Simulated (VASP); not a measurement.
# Si (Fd-3m) in VASP: further runs

Si is run at these levels: r2SCAN; tasks: single point.

All numbers are computed with VASP 6.6.1; they aren't measurements. Logs are shortened: lines on timing, memory, paths and dates and some standing lists are left out, and cuts for length are marked.

**1. The cell of the first run**

It takes space group Fd-3m (No. 227, cubic). Conventional cell: a = 5.375 Å, b = 5.375 Å, c = 5.375 Å, α = 90.00°, β = 90.00°, γ = 90.00°. Within 3.1 Å of Si (site symmetry -43m) lie 4 Si at 2.33 Å.

**2. Single point, r2SCAN**

The input, POSCAR:

```
Si
1.0
    2.6875933280      2.6875933280      0.0000000000
   -2.6875933280      2.6875933280      0.0000000000
    0.0000000000      2.6875933280      2.6875933280
Si
2
Direct
    0.2500000000      0.7500000000      0.5000000000
    0.0000000000      0.0000000000      0.0000000000
```

The input, INCAR.step1:

```
SYSTEM = Si
PREC = Accurate
ENCUT = 520
ISMEAR = 0
SIGMA = 0.01
LREAL = .False.
LASPH = .True.
NELM = 80
NBANDS = 11
GGA = PE
ALGO = Normal
EDIFF = 1E-4
LWAVE = .True.
LCHARG = .False.
```

The input, INCAR.step2:

```
SYSTEM = Si
PREC = Accurate
ENCUT = 520
EDIFF = 1E-6
ISMEAR = 0
SIGMA = 0.01
LREAL = .False.
LASPH = .True.
NELM = 80
ALGO = Normal
ISIF = 2
LWAVE = .False.
LCHARG = .False.
METAGGA = R2SCAN
LMIXTAU = .True.
NBANDS = 11
ISTART = 1
```

The input, KPOINTS:

```
Automatic mesh
0
Gamma
  8 8 8
  0 0 0
```

Potentials or basis: VASP PAW PBE potentials, release 64 (Si).

Command:

```
> cat potpaw_PBE.64/Si/POTCAR > POTCAR
> cp INCAR.step1 INCAR
> mpirun -np 1 vasp_std > vasp.out
> cp INCAR.step2 INCAR
> mpirun -np 1 vasp_std > vasp.out
```

OUTCAR:

```text
SYSTEM = Si
   PREC = Accurate
   ENCUT = 520
   EDIFF = 1E-6
   ISMEAR = 0
   LREAL = .False.
   LASPH = .True.
   NELM = 80
   ISIF = 2
   METAGGA = R2SCAN
   ISTART = 1

 ion  position               nearest neighbor table
   1  0.250  0.750  0.500-   2 2.33   2 2.33   2 2.33   2 2.33
   2  0.000  0.000  0.000-   1 2.33   1 2.33   1 2.33   1 2.33

  LATTYP: Found a face centered cubic cell.
 ALAT       =     5.3751866560

  Lattice vectors:

 A1 = (   0.0000000000,   2.6875933280,   2.6875933280)
 A2 = (   2.6875933280,   0.0000000000,   2.6875933280)
 A3 = (   2.6875933280,   2.6875933280,   0.0000000000)

Analysis of symmetry for initial positions (statically):
=====================================================================
 Subroutine PRICEL returns:
 Original cell was already a primitive cell.

 Routine SETGRP: Setting up the symmetry group for a
 face centered cubic supercell.

 Subroutine GETGRP returns: Found 48 space group operations
 (whereof 24 operations were pure point group operations)
 out of a pool of 48 trial point group operations.

The static configuration has the point symmetry T_d .
 The point group associated with its full space group is O_h .

Analysis of symmetry for dynamics (positions and initial velocities):
=====================================================================
 Subroutine PRICEL returns:
 Original cell was already a primitive cell.

 Routine SETGRP: Setting up the symmetry group for a
 face centered cubic supercell.

 Subroutine GETGRP returns: Found 48 space group operations
 (whereof 24 operations were pure point group operations)
 out of a pool of 48 trial point group operations.

The dynamic configuration has the point symmetry T_d .
 The point group associated with its full space group is O_h .

 Subroutine INISYM returns: Found 48 space group operations
 (whereof 24 operations are pure point group operations),
 and found     1 'primitive' translations

----------------------------------------------------------------------------------------

                                     Primitive cell

  volume of cell :      38.8258

  direct lattice vectors                    reciprocal lattice vectors
     2.687593328  2.687593328  0.000000000     0.186040051  0.186040051 -0.186040051
    -2.687593328  2.687593328  0.000000000    -0.186040051  0.186040051 -0.186040051
     0.000000000  2.687593328  2.687593328     0.000000000  0.000000000  0.372080102

  length of vectors
     3.800830935  3.800830935  3.800830935     0.322230821  0.322230821  0.372080102

  position of ions in fractional coordinates (direct lattice)
     0.250000000  0.750000000  0.500000000
     0.000000000  0.000000000  0.000000000

  ion indices of the primitive-cell ions
   primitive index   ion index
                 1           1
                 2           2

----------------------------------------------------------------------------------------

 KPOINTS: Automatic mesh

Automatic generation of k-mesh.
 Grid dimensions read from file:
 generate k-points for:    8    8    8

 Generating k-lattice:

  Cartesian coordinates                     Fractional coordinates (reciprocal lattice)
     0.023255006  0.023255006 -0.023255006     0.125000000  0.000000000  0.000000000
    -0.023255006  0.023255006 -0.023255006     0.000000000  0.125000000  0.000000000
     0.000000000  0.000000000  0.046510013     0.000000000  0.000000000  0.125000000

  Length of vectors
     0.040278853  0.040278853  0.046510013

  Shift w.r.t. Gamma in fractional coordinates (k-lattice)
     0.000000000  0.000000000  0.000000000

 Subroutine IBZKPT returns following result:
 ===========================================

 Found     29 irreducible k-points:

 Following reciprocal coordinates:
            Coordinates               Weight
  0.000000  0.000000  0.000000      1.000000
  0.125000  0.000000  0.000000      8.000000
  0.250000  0.000000  0.000000      8.000000
  0.375000  0.000000  0.000000      8.000000
  0.500000  0.000000  0.000000      4.000000
  0.125000  0.125000  0.000000     12.000000
[... 16 lines left out ...]
  0.375000  0.250000  0.125000     48.000000
  0.500000  0.250000  0.125000     24.000000
 [... further k-points ...]
   k-points           NKPTS =     29   k-points in BZ     NKDIM =     29   number of bands    NBANDS=     11
   number of dos      NEDOS =    301   number of ions     NIONS =      2
   total plane-waves  NPLWV =  21952
   dimension x,y,z NGX =    28 NGY =   28 NGZ =   28
   dimension x,y,z NGXF=    56 NGYF=   56 NGZF=   56
   ions per type =               2
   NGX,Y,Z   is equivalent  to a cutoff of  12.25, 12.25, 12.25 a.u.
   NGXF,Y,Z  is equivalent  to a cutoff of  24.49, 24.49, 24.49 a.u.
 SYSTEM =  Si
   PREC   = accura    normal or accurate (medium, high low for compatibility)
   ISTART =      1    job   : 0-new  1-cont  2-samecut
   ICHARG =      0    charge: 1-file 2-atom 10-const
   ISPIN  =      1    spin polarized calculation?
   LNONCOLLINEAR =      F non collinear calculations
   LSORBIT =      F    spin-orbit coupling
   LASPH  =      T    aspherical Exc in radial PAW
   ENCUT  =  520.0 eV  38.22 Ry    6.18 a.u.   7.07  7.07  7.07*2*pi/ulx,y,z
   NELM   =     80;   NELMIN=  2; NELMDL=  0     # of ELM steps
   EDIFF  = 0.1E-05   stopping-criterion for ELM
   LREAL  =      F    real-space projection
   EDIFFG = 0.1E-04   stopping-criterion for IOM
   NSW    =      0    number of steps for IOM
   IBRION =     -1    ionic relax: 0-MD 1-quasi-New 2-CG
   NFREE  =      0    steps in history (QN), initial steepest desc. (CG)
   ISIF   =      2    stress and relaxation
   ISYM   =      2    0-nonsym 1-usesym 2-fastsym
   POTIM  = 0.5000    time-step for ionic-motion
   TEBEG  =    0.0;   TEEND  =   0.0 temperature during run
   PSTRESS=    0.0 pullay stress
   NELECT =       8.0000    total number of electrons
   NUPDOWN=      -1.0000    fix difference up-down
   EMIN   =  10.00;   EMAX   =-10.00  energy-range for DOS
   EFERMI =   0.00;   METHOD = LEGACY
   ISMEAR =     0;   SIGMA  =   0.01  broadening in eV -4-tet -1-fermi 0-gaus
   EFERMI_NEDOS =   21; number of points for ismear=-14 and -15
   IALGO  =     38    algorithm
   IMIX   =      4    mixing-type and parameters
     AMIX     =   0.40;   BMIX     =  1.00
     AMIX_MAG =   1.60;   BMIX_MAG =  1.00
  volume/ion in A,a.u.               =      19.41       131.00
  Fermi-wavevector in a.u.,A,eV,Ry     =   0.966936  1.827245 12.720987  0.934966
  Thomas-Fermi vector in A             =   2.096780
   LORBIT       =      0    0 simple, 1 ext, 2 COOP (PROOUT), +10 PAW based schemes
   METAGGA = R2SCAN    functional components
   LHFCALC =     F    Hartree Fock is set to
   AEXX    =    0.0000 exact exchange contribution
   IVDW    =     0    specifies the selected vdW correction
   LEPSILON=     F    determine dielectric tensor
   LRPA    =     F    only Hartree local field effects (RPA)
 non-spin polarized calculation
 Gauss-broadening in eV      SIGMA  =   0.01
  energy-cutoff  :      520.00
  volume of cell :       38.83
 maximum number of plane-waves:      1058
   NGX = 15   NGY = 15   NGZ = 15

 number of electron       8.0000001 magnetization

 Free energy of the ion-electron system (eV)
  ---------------------------------------------------
  ext. energy  EPLUGINS =         0.00000000
  ---------------------------------------------------
  free energy    TOTEN  =       -17.53099490 eV

  energy without entropy =      -17.53099490  energy(sigma->0) =      -17.53099490

 E-fermi :   6.1152     XC(G=0):  -9.9778

 val. band max:        6.0577356891   @ k =   0.0000   0.0000   0.0000
 cond. band min:       6.8222927329   @ k =  -0.3750   0.3750   0.0000
 fundamental gap:      0.7645570438
 Fermi energy:         6.1151834234

 k-point     1 :       0.0000    0.0000    0.0000
  band No.  band energies     occupation
      1      -6.6913      2.00000
      2       6.0577      2.00000
      3       6.0577      2.00000
      4       6.0577      2.00000
      5       8.8295      0.00000
      6       8.8295      0.00000
      7       8.8295      0.00000
      8      10.4330      0.00000
      9      14.1968      0.00000
     10      14.1969      0.00000
     11      14.9071      0.00000

 k-point     2 :       0.1250    0.0000    0.0000
  band No.  band energies     occupation
      1      -6.4708      2.00000
      2       4.4066      2.00000
      3       5.7431      2.00000
      4       5.7431      2.00000
      5       8.9402      0.00000
      6       9.2925      0.00000
      7       9.2925      0.00000
      8      11.6660      0.00000
      9      13.7065      0.00000
     10      13.7065      0.00000
     11      15.7136      0.00000

 k-point     3 :       0.2500    0.0000    0.0000
  band No.  band energies     occupation
      1      -5.8267      2.00000
      2       1.9240      2.00000
      3       5.2320      2.00000
      4       5.2320      2.00000
      5       8.5393      0.00000
      6       9.8424      0.00000
      7       9.8424      0.00000
      8      13.6974      0.00000
      9      13.6975      0.00000
     10      13.8969      0.00000
     11      15.8917      0.00000

 k-point     4 :       0.3750    0.0000    0.0000
  band No.  band energies     occupation
      1      -4.8566      2.00000
      2      -0.2517      2.00000
      3       4.8775      2.00000
      4       4.8775      2.00000
      5       8.1882      0.00000
      6       9.7573      0.00000
      7       9.7573      0.00000
      8      14.6381      0.00000
      9      15.2313      0.00000
     10      15.2313      0.00000
     11      16.8388      0.00000

 k-point     5 :       0.5000    0.0000    0.0000
  band No.  band energies     occupation
      1      -4.1568      2.00000
      2      -1.3639      2.00000
      3       4.7563      2.00000
      4       4.7563      2.00000
      5       8.0620      0.00000
      6       9.6291      0.00000
      7       9.6291      0.00000
      8      14.4513      0.00000
      9      17.3034      0.00000
     10      17.3034      0.00000
     11      18.3466      0.00000
[... 211 lines left out ...]
 k-point    21 :       0.5000    0.5000    0.0000
  band No.  band energies     occupation
      1      -2.2061      2.00000
      2      -2.2061      2.00000
      3       2.9601      2.00000
      4       2.9601      2.00000
      5       6.9173      0.00000
      6       6.9173      0.00000
      7      17.2267      0.00000
      8      17.2267      0.00000
      9      17.7816      0.00000
     10      17.7816      0.00000
     11      19.4113      0.00000

 k-point    22 :       0.2500    0.2500    0.1250
  band No.  band energies     occupation
      1      -5.2538      2.00000
      2       1.5845      2.00000
      3       3.1361      2.00000
      4       4.5195      2.00000
      5       8.7606      0.00000
      6      10.4443      0.00000
      7      10.5741      0.00000
      8      12.0495      0.00000
      9      14.5016      0.00000
     10      17.2888      0.00000
     11      18.1545      0.00000

 k-point    23 :       0.3750    0.2500    0.1250
  band No.  band energies     occupation
      1      -4.2895      2.00000
      2      -0.1021      2.00000
      3       2.5050      2.00000
      4       3.9698      2.00000
      5       9.2356      0.00000
      6       9.9719      0.00000
      7      11.5461      0.00000
      8      12.5136      0.00000
      9      15.8259      0.00000
     10      16.6410      0.00000
     11      18.9872      0.00000

 k-point    24 :       0.5000    0.2500    0.1250
  band No.  band energies     occupation
      1      -3.5744      2.00000
      2      -1.1376      2.00000
      3       2.3788      2.00000
      4       3.7164      2.00000
      5       9.4441      0.00000
      6       9.5183      0.00000
      7      12.4946      0.00000
      8      13.7620      0.00000
      9      14.1399      0.00000
     10      17.4352      0.00000
     11      18.7798      0.00000

 [... further k-points ...]
[... 5 lines left out ...]
  --------------------------------------------------------------------------------------
  -------------------------------------------------------------------------------------
  Total        0.9158538      0.9158538      0.9158538      0.0000000      0.0000000      0.0000000
  in kB       37.7934077     37.7934077     37.7934077      0.0000000      0.0000000      0.0000000
  external PRESSURE =      37.7934077 kB  Pullay stress =       0.0000000 kB

 VOLUME and BASIS-vectors are now :
 -----------------------------------------------------------------------------
  energy-cutoff  :      520.00
  volume of cell :       38.83
      direct lattice vectors                 reciprocal lattice vectors
     2.687593328  2.687593328  0.000000000     0.186040051  0.186040051 -0.186040051
    -2.687593328  2.687593328  0.000000000    -0.186040051  0.186040051 -0.186040051
     0.000000000  2.687593328  2.687593328     0.000000000  0.000000000  0.372080102

 POSITION                                       TOTAL-FORCE (eV/Angst)
 -----------------------------------------------------------------------------------
     -1.34380      4.03139      1.34380         0.000000      0.000000     -0.000000
      0.00000      0.00000      0.00000        -0.000000     -0.000000      0.000000
 -----------------------------------------------------------------------------------
    total drift:                                0.000000     -0.000000     -0.000000

  FREE ENERGIE OF THE ION-ELECTRON SYSTEM (eV)
  ---------------------------------------------------
  free  energy   TOTEN  =       -17.5309948961 eV

  energy  without entropy=      -17.5309948961  energy(sigma->0) =      -17.53099490
```

Wall time 38 s (1 thread of Intel Xeon 6975P-C, shared host); peak memory 0.15 GiB.

Results:

```
Free energy            : -17.5310 eV
Pressure               : 3.8 GPa
Band gap on the k mesh : 0.76 eV, indirect (least direct gap 2.77 eV)
```

Levels at points of the mesh, in eV from the valence-band top:
| k point | band 1 | band 2 | band 3 | band 4 | band 5 | band 6 | band 7 | band 8 |
| --- | --- | --- | --- | --- | --- | --- | --- | --- |
| (0.00, 0.00, 0.00) | -12.75 | 0.00 | 0.00 | 0.00 | 2.77 | 2.77 | 2.77 | 4.38 |
| (0.50, 0.00, 0.00) | -10.21 | -7.42 | -1.30 | -1.30 | 2.00 | 3.57 | 3.57 | 8.39 |
| (0.50, 0.50, 0.00) | -8.26 | -8.26 | -3.10 | -3.10 | 0.86 | 0.86 | 11.17 | 11.17 |

Caveat: the PAW data sets were made with another functional, which shifts forces and pressure a little.

**3. Single point, r2SCAN**

POSCAR is that of step 2.

The input, INCAR.step1:

```
PREC = Accurate
ENCUT = 520
ISMEAR = 0
SIGMA = 0.01
LREAL = False
LASPH = True
NELM = 100
NBANDS = 11
GGA = PE
ALGO = Normal
EDIFF = 1E-4
LWAVE = True
LCHARG = False
```

The input, INCAR.step2:

```
PREC = Accurate
ENCUT = 520
EDIFF = 1E-7
ISMEAR = 0
SIGMA = 0.01
LREAL = False
LASPH = True
NELM = 100
ALGO = Normal
ISIF = 2
LWAVE = False
LCHARG = False
METAGGA = R2SCAN
LMIXTAU = True
NBANDS = 11
ISTART = 1
```

The input, KPOINTS:

```
Automatic mesh
0
Gamma
  8 8 8
```

Potentials or basis: VASP PAW PBE potentials, release 64 (Si).

Command:

```
> cat potpaw_PBE.64/Si/POTCAR > POTCAR
> cp INCAR.step1 INCAR
> mpirun -np 1 vasp_std > vasp.out
> cp INCAR.step2 INCAR
> mpirun -np 1 vasp_std > vasp.out
```

OUTCAR:

```text
PREC = Accurate
   ENCUT = 520
   EDIFF = 1E-7
   ISMEAR = 0
   LREAL = False
   LASPH = True
   NELM = 100
   ISIF = 2
   METAGGA = R2SCAN
   ISTART = 1

 ion  position               nearest neighbor table
   1  0.250  0.750  0.500-   2 2.33   2 2.33   2 2.33   2 2.33
   2  0.000  0.000  0.000-   1 2.33   1 2.33   1 2.33   1 2.33

  LATTYP: Found a face centered cubic cell.
 ALAT       =     5.3751866560

  Lattice vectors:

 A1 = (   0.0000000000,   2.6875933280,   2.6875933280)
 A2 = (   2.6875933280,   0.0000000000,   2.6875933280)
[... 514 lines left out ...]
      6       9.5181      0.00000
      7      12.4946      0.00000
      8      13.7619      0.00000
      9      14.1399      0.00000
     10      17.4352      0.00000
     11      18.7799      0.00000

 [... further k-points ...]
[... 5 lines left out ...]
  --------------------------------------------------------------------------------------
  -------------------------------------------------------------------------------------
  Total        0.9143917      0.9143917      0.9143917     -0.0000000     -0.0000000      0.0000000
  in kB       37.7330758     37.7330758     37.7330758     -0.0000000     -0.0000000      0.0000000
  external PRESSURE =      37.7330758 kB  Pullay stress =       0.0000000 kB

 VOLUME and BASIS-vectors are now :
 -----------------------------------------------------------------------------
  energy-cutoff  :      520.00
  volume of cell :       38.83
      direct lattice vectors                 reciprocal lattice vectors
     2.687593328  2.687593328  0.000000000     0.186040051  0.186040051 -0.186040051
    -2.687593328  2.687593328  0.000000000    -0.186040051  0.186040051 -0.186040051
     0.000000000  2.687593328  2.687593328     0.000000000  0.000000000  0.372080102

 POSITION                                       TOTAL-FORCE (eV/Angst)
 -----------------------------------------------------------------------------------
     -1.34380      4.03139      1.34380        -0.000000      0.000000     -0.000000
      0.00000      0.00000      0.00000         0.000000      0.000000      0.000000
 -----------------------------------------------------------------------------------
    total drift:                                0.000000     -0.000000     -0.000000

  FREE ENERGIE OF THE ION-ELECTRON SYSTEM (eV)
  ---------------------------------------------------
  free  energy   TOTEN  =       -17.5309948357 eV

  energy  without entropy=      -17.5309948357  energy(sigma->0) =      -17.53099484
```

OUTCAR.step1:

```text
PREC = Accurate
   ENCUT = 520
   ISMEAR = 0
   LREAL = False
   LASPH = True
[... 559 lines left out ...]
     -1.34380      4.03139      1.34380         0.000000     -0.000000     -0.000000
      0.00000      0.00000      0.00000        -0.000000      0.000000      0.000000
 -----------------------------------------------------------------------------------
    total drift:                                0.000000      0.000000     -0.000000

  FREE ENERGIE OF THE ION-ELECTRON SYSTEM (eV)
  ---------------------------------------------------
  free  energy   TOTEN  =       -10.8143254741 eV

  energy  without entropy=      -10.8143254741  energy(sigma->0) =      -10.81432547
```

It took 48 s on 1 thread of Intel Xeon 6975P-C, shared host; peak memory 0.15 GiB.

Results:

```
Free energy            : -17.5310 eV
Pressure               : 3.8 GPa
Band gap on the k mesh : 0.76 eV, indirect (least direct gap 2.77 eV)
```

Caveat: the PAW data sets were made with another functional, which shifts forces and pressure a little. r2SCAN opens gaps a little over a GGA but as a rule still falls short of measured ones.

(Part 1 of 2 ends here.)
